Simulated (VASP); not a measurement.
# Al32H (a cell with a defect) in VASP: a series of runs

Al32H (a cell with a defect) is run at these levels: PBE+D3(BJ); tasks: single point.

Program: VASP 6.6.1. These are calculated values, not measurements. Logs are shortened: lines on timing, memory, paths and dates and some standing lists are left out, and cuts for length are marked.

## 1. The cell of the first run

The cell holds a defect, 33 atoms: a = 8.100 Å, b = 8.100 Å, c = 8.100 Å, α = 90.00°, β = 90.00°, γ = 90.00°.

## 2. Single point, PBE+D3(BJ)

INCAR

```
PREC = Accurate ; ENCUT = 520
EDIFF = 1E-6 ; ISMEAR = 0
SIGMA = 0.1 ; LREAL = Auto
LASPH = T ; NELM = 100
ALGO = Normal ; ISIF = 2
LWAVE = F ; LCHARG = F
GGA = PE ; IVDW = 12
NBANDS = 70
```

KPOINTS

```
regular mesh
0
Gamma
  2 2 2
```

POSCAR

```
Al32H
1.0
    8.1000000000      0.0000000000      0.0000000000
    0.0000000000      8.1000000000      0.0000000000
    0.0000000000      0.0000000000      8.1000000000
Al H
32 1
Direct
    0.5004648698      0.0029876876      0.0024856885
    0.7494643603      0.2508914257     -0.0009154693
    0.7494387309     -0.0003696982      0.2503443059
    0.0007054409     -0.0003432564     -0.0009110531
    0.2497171463      0.2475401871      0.0024399511
    0.4993292870      0.5010101734     -0.0017018619
    0.7528223748      0.7506013172      0.0025065856
    0.2496714830      0.0030072482      0.2469685470
    0.5004671687      0.2474916697      0.2469850664
    0.7527987065      0.4998377976      0.2469955969
    0.4992914862     -0.0011684212      0.5005144527
    0.7528279910      0.2474680393      0.4993786314
    0.7527952116      0.0029767531      0.7501389850
   -0.0026112957      0.4998697816      0.0024312240
    0.2508103751      0.7495149815     -0.0017116546
    0.0007058740      0.2508875102      0.2503185684
    0.2508514808      0.5010397929      0.2511279353
    0.4992886349      0.7494611665      0.2511439010
   -0.0027063968      0.0030295575      0.4993603869
    0.2508107566      0.2516884080      0.5004638704
    0.5094105850      0.4908603943      0.4904336314
    0.7486366293      0.7494856412      0.5004928060
    0.2508493862     -0.0011508786      0.7489372222
    0.4993280787      0.2516772714      0.7489637470
    0.7486682389      0.5010293734      0.7489455107
   -0.0027036092      0.7506217704      0.2469486842
    0.0014977989      0.5010101374      0.5004773532
    0.2406169634      0.7596475621      0.4903354543
   -0.0026107464      0.2475493244      0.7501089625
    0.2408994130      0.4910570726      0.7589220413
    0.5093969624      0.7595361337      0.7591060309
    0.0014966017      0.7495003546      0.7489641412
    0.3751317222      0.6255296117      0.6244216373
```

Potentials or basis: VASP PAW PBE potentials, release 64 (Al, H).

Started as:

```
> cat potpaw_PBE.64/Al/POTCAR potpaw_PBE.64/H/POTCAR > POTCAR
> mpirun -np 1 vasp_std > vasp.out
```

OUTCAR:

```text
PREC = Accurate
   ENCUT = 520
   EDIFF = 1E-6
   ISMEAR = 0
   LREAL = Auto
   LASPH = T
   NELM = 100
   ISIF = 2
   GGA = PE
   IVDW = 12
 IVDW          = 12

 ion  position               nearest neighbor table
   1  0.500  0.003  0.002-  31 2.79   9 2.80   8 2.84   5 2.84   3 2.85   2 2.85  18 2.88  24 2.88
                            15 2.88  23 2.88  13 2.89   7 2.89
   2  0.749  0.251  0.999-  10 2.85  13 2.85   9 2.85  29 2.85  14 2.85   1 2.85   6 2.87  24 2.87
                            25 2.87  16 2.88   4 2.88   3 2.88
   3  0.749  1.000  0.250-   1 2.85   9 2.85  26 2.85   7 2.85  19 2.85  12 2.85  22 2.87  11 2.87
                            18 2.87   2 2.88   4 2.88  16 2.88
   4  0.001  1.000  0.999-   8 2.85  13 2.85  29 2.85   5 2.85  26 2.85   7 2.85  15 2.87  32 2.87
                            23 2.87  16 2.88   2 2.88   3 2.88
   5  0.250  0.248  0.002-  30 2.79   8 2.80   9 2.84   1 2.84  16 2.85   4 2.85  17 2.88  23 2.88
                             6 2.88  24 2.88  14 2.89  29 2.89
   6  0.499  0.501  0.998-  15 2.85  31 2.85  30 2.85  24 2.86  25 2.86   2 2.87  18 2.87  17 2.87
                            10 2.88   9 2.88   5 2.88   7 2.88
   7  0.753  0.751  0.003-  31 2.79  26 2.80  10 2.84  14 2.84   3 2.85   4 2.85  18 2.88  32 2.88
                             6 2.88  25 2.88  13 2.89   1 2.89
   8  0.250  0.003  0.247-  28 2.79   5 2.80   1 2.84   9 2.84   4 2.85  16 2.85  15 2.88  20 2.88
                            18 2.88  11 2.88  26 2.89  19 2.89
   9  0.500  0.247  0.247-  21 2.79   1 2.80   8 2.84   5 2.84   3 2.85   2 2.85  11 2.88   6 2.88
[... 32 lines left out ...]
                            29 2.88  14 2.88  12 2.88   7 2.88
  26  0.997  0.751  0.247-  28 2.79   7 2.80  14 2.84  10 2.84   3 2.85   4 2.85  15 2.88  22 2.88
                            17 2.88  27 2.88   8 2.89  19 2.89
  27  0.001  0.501  0.500-  32 2.85  28 2.85  30 2.85  20 2.86  17 2.86  16 2.87  25 2.87  22 2.87
                            10 2.88  12 2.88  29 2.88  26 2.88
  28  0.241  0.760  0.490-  33 1.88  19 2.79  26 2.79   8 2.79  32 2.85  27 2.85  23 2.85  17 2.85
                            11 2.85  18 2.85  30 3.08  31 3.08  21 3.08
  29  0.997  0.248  0.750-  30 2.79  13 2.80  19 2.84  12 2.84   4 2.85   2 2.85  23 2.88  25 2.88
                            20 2.88  27 2.88  14 2.89   5 2.89
  30  0.241  0.491  0.759-  33 1.89  29 2.79  14 2.79   5 2.79   6 2.85  24 2.85  15 2.85  20 2.85
                            32 2.85  27 2.85  31 3.08  21 3.08  28 3.08
  31  0.509  0.760  0.759-  33 1.88   7 2.79   1 2.79  13 2.79   6 2.85  15 2.85  25 2.85  22 2.85
                            23 2.85  11 2.85  30 3.08  21 3.08  28 3.08
  32  0.001  0.750  0.749-  27 2.85  28 2.85  30 2.85  15 2.86  23 2.86   4 2.87  25 2.87  22 2.87
                            13 2.88   7 2.88  14 2.88  19 2.88
  33  0.375  0.626  0.624-  28 1.88  21 1.88  31 1.88  30 1.89

  LATTYP: Found a simple cubic cell.
 ALAT       =     8.1000000000

  Lattice vectors:

 A1 = (   8.1000000000,   0.0000000000,   0.0000000000)
 A2 = (   0.0000000000,   8.1000000000,   0.0000000000)
 A3 = (   0.0000000000,   0.0000000000,   8.1000000000)

[... 186 lines left out ...]
   ISMEAR =     0;   SIGMA  =   0.10  broadening in eV -4-tet -1-fermi 0-gaus
   EFERMI_NEDOS =   21; number of points for ismear=-14 and -15
   IALGO  =     38    algorithm
   IMIX   =      4    mixing-type and parameters
     AMIX     =   0.40;   BMIX     =  1.00
     AMIX_MAG =   1.60;   BMIX_MAG =  1.00
  volume/ion in A,a.u.               =      16.10       108.68
  Fermi-wavevector in a.u.,A,eV,Ry     =   0.928639  1.754874 11.733269  0.862371
  Thomas-Fermi vector in A             =   2.054837
   LORBIT       =      0    0 simple, 1 ext, 2 COOP (PROOUT), +10 PAW based schemes
   GGA     = PE    functional components
   LHFCALC =     F    Hartree Fock is set to
   AEXX    =    0.0000 exact exchange contribution
   IVDW    =    12    specifies the selected vdW correction
   LEPSILON=     F    determine dielectric tensor
   LRPA    =     F    only Hartree local field effects (RPA)
 non-spin polarized calculation
 Gauss-broadening in eV      SIGMA  =   0.10
  energy-cutoff  :      520.00
  volume of cell :      531.44
 maximum number of plane-waves:     14400
   NGX = 31   NGY = 31   NGZ = 31

 number of electron      96.9999998 magnetization

 Free energy of the ion-electron system (eV)
  ---------------------------------------------------
  ext. energy  EPLUGINS =         0.00000000
  ---------------------------------------------------
  free energy    TOTEN  =      -122.56665656 eV

  energy without entropy =     -122.39271177  energy(sigma->0) =     -122.47968416

 E-fermi :   7.5998     XC(G=0): -10.1931

 val. band max:        7.5860546685   @ k =   0.0000   0.5000   0.0000
 cond. band min:       7.6168320570   @ k =   0.5000   0.0000   0.0000
 fundamental gap:      0.0307773885
 Fermi energy:         7.5997711554

 k-point     1 :       0.0000    0.0000    0.0000
  band No.  band energies     occupation
      1      -3.2666      2.00000
      2      -1.5822      2.00000
      3      -0.9242      2.00000
      4      -0.9238      2.00000
      5      -0.9233      2.00000
      6      -0.9194      2.00000
[... 493 lines left out ...]
     59      11.2447      0.00000
     60      11.2453      0.00000
 [bands above 60 left out]

------------------------ aborting loop because EDIFF is reached ----------------------------------------

 Edisp (eV)  -10.83676

 E8    (eV) :    -4.8260

  FORCE on cell =-STRESS in cart. coord.  units (eV):
  Direction    XX          YY          ZZ          XY          YZ          ZX
  --------------------------------------------------------------------------------------
  -------------------------------------------------------------------------------------
  Total      -9.02128    -9.01927    -9.01731    -0.01222     0.00038     0.01205
  in kB     -27.19717   -27.19109   -27.18521    -0.03683     0.00116     0.03633
  external pressure =      -27.19 kB  Pullay stress =        0.00 kB

 VOLUME and BASIS-vectors are now :
 -----------------------------------------------------------------------------
  energy-cutoff  :      520.00
  volume of cell :      531.44
      direct lattice vectors                 reciprocal lattice vectors
     8.100000000  0.000000000  0.000000000     0.123456790  0.000000000  0.000000000
     0.000000000  8.100000000  0.000000000     0.000000000  0.123456790  0.000000000
     0.000000000  0.000000000  8.100000000     0.000000000  0.000000000  0.123456790

 POSITION                                       TOTAL-FORCE (eV/Angst)
 -----------------------------------------------------------------------------------
      4.05377      0.02420      0.02013        -0.000264      0.003267      0.004585
      6.07066      2.03222      8.09258        -0.004743      0.005326     -0.005035
      6.07045      8.09701      2.02779        -0.006717     -0.004651      0.004610
      0.00571      8.09722      8.09262         0.005146     -0.004279     -0.006435
      2.02271      2.00508      0.01976         0.001059     -0.004484      0.004387
      4.04457      4.05818      8.08621        -0.004060      0.005156     -0.003461
[... 25 lines left out ...]
      0.01212      6.07095      6.06661         0.003256     -0.004350     -0.006774
      3.03857      5.06679      5.05782        -0.000152     -0.002766      0.003073
 -----------------------------------------------------------------------------------
    total drift:                               -0.001774      0.007252     -0.010419

  FREE ENERGIE OF THE ION-ELECTRON SYSTEM (eV)
  ---------------------------------------------------
  free  energy   TOTEN  =      -133.4034197585 eV

  energy  without entropy=     -133.2294749601  energy(sigma->0) =     -133.31644736
```

stdout:

```text
POSCAR found type information on POSCAR AlH
 POSCAR found :  2 types and      33 ions
 scaLAPACK will be used
 LDA part: xc-table for (Slater+PW92), standard interpolation
 POSCAR, INCAR and KPOINTS ok, starting setup
 FFT: planning ... GRIDC
 FFT: planning ... GRID_SOFT
 FFT: planning ... GRID
 WAVECAR not read
 entering main loop
```

Run time: 10 min. Hardware: 1 thread of Intel Xeon 8259CL, shared host; peak memory 0.53 GiB.

What came out:

```
Free energy                : -133.4034 eV
Pressure                   : -2.7 GPa
Largest force              : 0.010 eV/Å
Band gap on the k mesh     : zero (an odd number of electrons rules out a gap without spin polarisation)
Dispersion energy per atom : -0.328 eV
```

Forces in eV/Å, atoms in the order of the input:
```
Al   0.000  0.003  0.005
Al  -0.005  0.005 -0.005
Al  -0.007 -0.005  0.005
Al   0.005 -0.004 -0.006
Al   0.001 -0.004  0.004
Al  -0.004  0.005 -0.003
Al   0.004  0.000  0.003
Al   0.001  0.002 -0.003
Al   0.000 -0.004 -0.003
Al   0.004  0.001 -0.003
Al  -0.006 -0.004  0.005
Al   0.004 -0.003  0.000
Al   0.004  0.003 -0.001
Al  -0.004  0.000  0.005
Al   0.005 -0.004 -0.005
Al   0.006  0.007  0.004
Al   0.005  0.006  0.004
Al  -0.006 -0.005  0.004
Al  -0.002  0.002  0.000
Al   0.005  0.005  0.005
Al   0.004 -0.002 -0.004
Al  -0.005 -0.005  0.004
Al   0.005 -0.004 -0.006
Al  -0.004  0.003 -0.006
Al  -0.003  0.006 -0.006
Al  -0.002  0.000 -0.002
Al   0.003  0.006  0.004
Al  -0.003  0.003 -0.003
Al  -0.004 -0.004  0.000
Al  -0.006 -0.006  0.005
Al   0.004  0.004  0.003
Al   0.003 -0.004 -0.007
H    0.000 -0.003  0.003
```

Levels at points of the mesh, in eV from the Fermi level:
| k point | band 46 | band 47 | band 48 | band 49 | band 50 | band 51 |
| --- | --- | --- | --- | --- | --- | --- |
| (0.00, 0.00, 0.00) | 0.47 | 0.47 | 0.47 | 0.54 | 0.54 | 0.55 |
| (0.50, 0.00, 0.00) | -0.03 | -0.01 | -0.01 | 0.02 | 0.02 | 0.02 |
| (0.00, 0.50, 0.00) | -0.03 | -0.01 | -0.01 | 0.02 | 0.02 | 0.02 |
| (0.00, 0.00, 0.50) | -0.03 | -0.01 | -0.01 | 0.02 | 0.02 | 0.02 |
| (0.50, 0.50, 0.00) | -0.11 | -0.07 | -0.07 | 0.73 | 1.12 | 1.12 |
| (0.00, 0.50, 0.50) | -0.11 | -0.07 | -0.07 | 0.73 | 1.12 | 1.12 |
| (0.50, 0.00, 0.50) | -0.11 | -0.07 | -0.07 | 0.73 | 1.12 | 1.12 |
| (0.50, 0.50, 0.50) | -0.40 | -0.40 | -0.40 | -0.40 | -0.40 | -0.39 |

Caveat: the k points lie up to 0.39 Å⁻¹ apart, too coarse for converged energies and pressures of a metal.

## 3. Single point, PBE+D3(BJ)

INCAR

```
SYSTEM = Al32H
ALGO     = Normal         ! electronic algorithm
EDIFF    = 1E-7           ! SCF threshold, eV
ENCUT    = 520            ! plane-wave cutoff, eV
GGA      = PE             ! functional
ISIF     = 2              ! what is computed and relaxed
ISMEAR   = 0              ! smearing method
IVDW     = 12             ! dispersion correction
LASPH    = .True.         ! aspherical terms in the spheres
LCHARG   = .True.         ! write CHGCAR
LELF     = .True.         ! ELF
LREAL    = Auto         
LVHAR    = .True.       
LWAVE    = .False.        ! write WAVECAR
NBANDS   = 70             ! bands
NELM     = 80             ! most SCF steps
PREC     = Accurate       ! precision mode
SIGMA    = 0.1            ! smearing width, eV
```

KPOINTS

```
k-points
0
Gamma
  2 2 2
  0 0 0
```

POSCAR

```
Al32H
1.0
    8.1000000000      0.0000000000      0.0000000000
    0.0000000000      8.1000000000      0.0000000000
    0.0000000000      0.0000000000      8.1000000000
Al H
32 1
Direct
    0.4995996296     -0.0006176543     -0.0006160494
    0.7507809877      0.2505725926     -0.0006040741
    0.7507809877     -0.0006056790      0.2505745679
   -0.0003160494      0.0027504938      0.0027517284
    0.2506396296      0.2471707407      0.0028025926
    0.5029725926      0.4994964198      0.0027866667
    0.7473866667      0.7504597531      0.0027632099
    0.2506395062      0.0028012346      0.2471727160
    0.4995964198      0.2505879012      0.2505898765
    0.7473813580      0.4995109877      0.2472067901
    0.5029722222      0.0027850617      0.4994980247
    0.7473814815      0.2472051852      0.4995123457
    0.7473865432      0.0027620988      0.7504608642
    0.0008281481      0.5006329630     -0.0013049383
    0.2495319753      0.7493429630     -0.0013098765
   -0.0003185185      0.2472182716      0.2472200000
    0.2495285185      0.5006308642      0.2512832099
    0.5029706173      0.7504764198      0.2471903704
    0.0008281481     -0.0013065432      0.5006345679
    0.2495283951      0.2512812346      0.5006327160
    0.4988906173      0.5006530864      0.5006548148
    0.7514756790      0.7493574074      0.5006145679
    0.2495322222     -0.0013113580      0.7493446914
    0.5029708642      0.2471882716      0.7504777778
    0.7514756790      0.5006127160      0.7493590123
    0.0008312346      0.7493343210      0.2512775309
   -0.0091428395      0.4907027160      0.4907039506
    0.2595127160      0.7593704938      0.4906071605
    0.0008312346      0.2512755556      0.7493358025
    0.2595137037      0.4906049383      0.7593724691
    0.4988912346      0.7493179012      0.7493192593
   -0.0091272840      0.7592585185      0.7592596296
    0.1254048148      0.6249701235      0.6249743210
```

Potentials or basis: VASP PAW PBE potentials, release 64 (Al, H).

Started as:

```
> cat potpaw_PBE.64/Al/POTCAR potpaw_PBE.64/H/POTCAR > POTCAR
> mpirun -np 1 vasp_std > vasp.out
```

It took 9.7 min on 1 thread of Intel Xeon 8259CL, shared host; peak memory 0.51 GiB.

Results (log left out):

- Free energy: -133.4032 eV
- Pressure: -2.7 GPa
- Largest force: 0.014 eV/Å
- Band gap on the k mesh: zero (an odd number of electrons rules out a gap without spin polarisation)
- Dispersion energy per atom: -0.328 eV

Forces in eV/Å, atoms in the order of the input:
```
Al  -0.005 -0.006 -0.006
Al   0.005  0.006 -0.006
Al   0.005 -0.006  0.006
Al   0.004  0.003  0.003
Al  -0.003 -0.002  0.002
Al   0.002  0.003  0.002
Al  -0.003 -0.003  0.003
Al  -0.003  0.002 -0.002
Al  -0.005  0.006  0.006
Al  -0.003  0.003 -0.003
Al   0.002  0.002  0.003
Al  -0.003 -0.003  0.003
Al  -0.003  0.003 -0.003
Al   0.009  0.007 -0.007
Al  -0.008 -0.008 -0.008
Al   0.004 -0.003 -0.003
Al  -0.008  0.009  0.009
Al   0.003 -0.003 -0.002
Al   0.009 -0.007  0.007
Al  -0.008  0.009  0.009
Al  -0.007  0.008  0.008
Al   0.008 -0.008  0.008
Al  -0.008 -0.008 -0.008
Al   0.003 -0.002 -0.003
Al   0.008  0.008 -0.008
Al   0.009 -0.008  0.007
Al  -0.006 -0.004 -0.004
Al   0.004  0.005 -0.005
Al   0.009  0.007 -0.008
Al   0.004 -0.005  0.005
Al  -0.008 -0.009 -0.009
Al  -0.005  0.004  0.004
H   -0.002  0.000  0.000
```

Levels at points of the mesh, in eV from the Fermi level:
| k point | band 44 | band 45 | band 46 | band 47 | band 48 | band 49 | band 50 | band 51 | band 52 | band 53 |
| --- | --- | --- | --- | --- | --- | --- | --- | --- | --- | --- |
| (0.00, 0.00, 0.00) | -0.47 | -0.42 | 0.47 | 0.47 | 0.47 | 0.54 | 0.54 | 0.55 | 0.99 | 1.36 |
| (0.50, 0.00, 0.00) | -0.73 | -0.44 | -0.03 | -0.01 | -0.01 | 0.02 | 0.02 | 0.02 | 0.07 | 1.43 |
| (0.00, 0.50, 0.00) | -0.73 | -0.44 | -0.03 | -0.01 | -0.01 | 0.02 | 0.02 | 0.02 | 0.07 | 1.43 |
| (0.50, 0.50, 0.00) | -1.00 | -0.12 | -0.10 | -0.07 | -0.07 | 0.73 | 1.12 | 1.12 | 1.16 | 1.17 |
| (0.00, 0.50, 0.50) | -1.00 | -0.12 | -0.10 | -0.07 | -0.07 | 0.73 | 1.12 | 1.12 | 1.16 | 1.17 |
| (0.50, 0.50, 0.50) | -0.43 | -0.43 | -0.40 | -0.40 | -0.40 | -0.39 | -0.39 | -0.39 | -0.39 | -0.39 |

Caveat: the k points lie up to 0.39 Å⁻¹ apart, too coarse for converged energies and pressures of a metal.
